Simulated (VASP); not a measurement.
Set up this calculation in VASP 6.6.1, as the native input.

```yaml
Task: single point
Functional: PBE
Potentials_or_basis: VASP PAW PBE potentials, release 64 (K_sv, B, Ru_pv)
Cutoff: 520 eV
k_mesh: 6 × 6 × 6
Occupations: gaussian, width 0.1 eV
Spin: no spin polarisation
Dipole_correction: no
Further_INCAR_settings: ALGO = Fast; EDIFF = 1e-06; NBANDS = 32
```

The structure of K2BRu2 lies in POSCAR:

```
K2BRu2
1.0
    2.6116654100      1.5078457300      4.7573984200
   -2.6116654100      1.5078457300      4.7573984200
    0.0000000000     -3.0156914500      4.7573984200
K B Ru
2 1 2
Direct
    0.8303348900      0.8303348900      0.8303348900
    0.1696651100      0.1696651100      0.1696651100
    0.0000000000      0.0000000000      0.0000000000
    0.3500979500      0.3500979500      0.3500979500
    0.6499020500      0.6499020500      0.6499020500
```

The cell was generated, and may not be a known phase.

These files were run (other wordings do the same):

INCAR

```
PREC = Accurate
ENCUT = 520
EDIFF = 1E-6
ISMEAR = 0
SIGMA = 0.1
LREAL = False
LASPH = True
NELM = 60
ALGO = Fast
ISIF = 2
LWAVE = False
LCHARG = False
GGA = PE
NBANDS = 32
```

KPOINTS

```
regular mesh
0
Gamma
  6 6 6
```

Potentials or basis: VASP PAW PBE potentials, release 64 (K_sv, B, Ru_pv).

Command:

```bash
$ cat potpaw_PBE.64/K_sv/POTCAR potpaw_PBE.64/B/POTCAR potpaw_PBE.64/Ru_pv/POTCAR > POTCAR
$ mpirun -np 1 vasp_std > vasp.out
```

It gave:

* Pressure: -7.8 GPa
* Largest force: 0.191 eV/Å
* Band gap on the k mesh: zero (an odd number of electrons rules out a gap without spin polarisation)

Caveat: the stress differs along the axes, from -20 to 16 GPa.

Run time: 87 s on 1 thread of Intel(R) Xeon(R) 6975P-C (Granite Rapids) (shared host), peak memory 0.32 GiB.
